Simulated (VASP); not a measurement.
Write the native input for VASP 6.6.1 that does the following.

| Quantity | Value |
| --- | --- |
| Task | single point |
| Functional | PBE |
| Potentials or basis | VASP PAW PBE potentials, release 64 (In_d, P) |
| Cutoff | 520 eV |
| k mesh | 6 × 6 × 8 |
| Occupations | gaussian, width 0.02 eV |
| Spin | no spin polarisation |
| Dipole correction | no |
| Further INCAR settings | ALGO = Normal; EDIFF = 1e-06; NBANDS = 46 |

The structure of InP lies in POSCAR:

```
InP
1.0
    7.2773307000      0.0000000000      0.0000000000
    0.0000000000      7.2773307000      0.0000000000
    0.0000000000      0.0000000000      4.2154268000
In P
4 4
Direct
    0.6781100000      0.6781100000      0.0000000000
    0.8218900000      0.1781100000      0.5000000000
    0.3218900000      0.3218900000      0.0000000000
    0.1781100000      0.8218900000      0.5000000000
    0.8194790000      0.8194790000      0.5000000000
    0.6805210000      0.3194790000      0.0000000000
    0.1805210000      0.1805210000      0.5000000000
    0.3194790000      0.6805210000      0.0000000000
```

One way to write it, as run:

INCAR

```
PREC = Accurate
ENCUT = 520
EDIFF = 1E-6
ISMEAR = 0
SIGMA = 0.02
LREAL = F
LASPH = T
NELM = 60
ALGO = Normal
ISIF = 2
LWAVE = F
LCHARG = T
GGA = PE
LELF = T
LVHAR = T
NBANDS = 46
```

KPOINTS

```
Automatic mesh
0
Gamma
  6 6 8
```

Potentials or basis: VASP PAW PBE potentials, release 64 (In_d, P).

Command:

```sh
$ cat potpaw_PBE.64/In_d/POTCAR potpaw_PBE.64/P/POTCAR > POTCAR
$ mpirun -np 1 vasp_std > vasp.out
```

Results of the run:

```
Pressure               : 0.0 GPa
Band gap on the k mesh : 0.57 eV
```

Caveat: semilocal functionals underestimate gaps, and a narrow one can read as zero; spin-orbit coupling is left out, which moves the levels of the heavy elements.

Wall time 18 min on 1 thread of Intel Xeon 8259CL (shared host), peak memory 0.53 GiB.
